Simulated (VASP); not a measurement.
Wanted: the native input for a VASP 6.6.1 run.

```yaml
Task: single point
Functional: LDA
Potentials_or_basis: VASP PAW LDA potentials, release 64 (Si, C)
Cutoff: 520 eV
k_mesh: 2 × 2 × 2, shifted
Occupations: gaussian, width 0.01 eV
Spin: no spin polarisation
Dipole_correction: no
Further_INCAR_settings: LREAL = Auto; ALGO = Normal; EDIFF = 1e-06; NBANDS = 86
```

The structure of SiC lies in POSCAR:

```
SiC
1.0
    4.3291140402      4.3291140402     -4.3291140402
   -4.3291140402     -4.3291140402     -4.3291140402
   -4.3291140402      4.3291140402      4.3291140402
Si C
16 16
Direct
    0.2500000000      0.0000000000      0.0000000000
    0.5000000000      0.7500000000      0.0000000000
    0.7500000000      0.5000000000      0.0000000000
    0.7500000000      0.0000000000      0.5000000000
    0.0000000000      0.0000000000      0.2500000000
    0.2500000000      0.7500000000      0.2500000000
    0.5000000000      0.5000000000      0.2500000000
    0.7500000000      0.2500000000      0.2500000000
    0.0000000000      0.2500000000      0.0000000000
    0.5000000000      0.0000000000      0.7500000000
    0.7500000000      0.7500000000      0.7500000000
    0.0000000000      0.7500000000      0.5000000000
    0.2500000000      0.5000000000      0.5000000000
    0.5000000000      0.2500000000      0.5000000000
    0.0000000000      0.5000000000      0.7500000000
    0.2500000000      0.2500000000      0.7500000000
    0.2500000000      0.0000000000      0.7500000000
    0.5000000000      0.7500000000      0.7500000000
    0.7500000000      0.5000000000      0.7500000000
    0.7500000000      0.0000000000      0.2500000000
    0.0000000000      1.0000000000      0.0000000000
    0.2500000000      0.7500000000      0.0000000000
    0.5000000000      0.5000000000      0.0000000000
    0.7500000000      0.2500000000      0.0000000000
    0.0000000000      0.2500000000      0.7500000000
    0.5000000000      0.0000000000      0.5000000000
    0.7500000000      0.7500000000      0.5000000000
    0.0000000000      0.7500000000      0.2500000000
    0.2500000000      0.5000000000      0.2500000000
    0.5000000000      0.2500000000      0.2500000000
    0.0000000000      0.5000000000      0.5000000000
    0.2500000000      0.2500000000      0.5000000000
```

One way to write it, as run:

INCAR

```
SYSTEM = SiC
PREC = Accurate ; ENCUT = 520
EDIFF = 1E-6 ; ISMEAR = 0
SIGMA = 0.01 ; LREAL = Auto
LASPH = .True. ; NELM = 100
ALGO = Normal ; ISIF = 2
LWAVE = .False. ; LCHARG = .False.
GGA = CA ; NBANDS = 86
```

KPOINTS

```
Automatic mesh
0
Gamma
  2 2 2
  0.5 0.5 0.5
```

Potentials or basis: VASP PAW LDA potentials, release 64 (Si, C).

Launch:

```console
$ cat potpaw_LDA.64/Si/POTCAR potpaw_LDA.64/C/POTCAR > POTCAR
$ mpirun -np 1 vasp_std > vasp.out
```

Results of the run:

```
Pressure               : 0.3 GPa
Band gap on the k mesh : 2.64 eV
```

Caveat: a shifted mesh leaves out Γ, where band edges can lie.

Run time: 2.3 min on 1 thread of Intel Xeon 8259CL, on a shared host, peak memory 0.32 GiB.
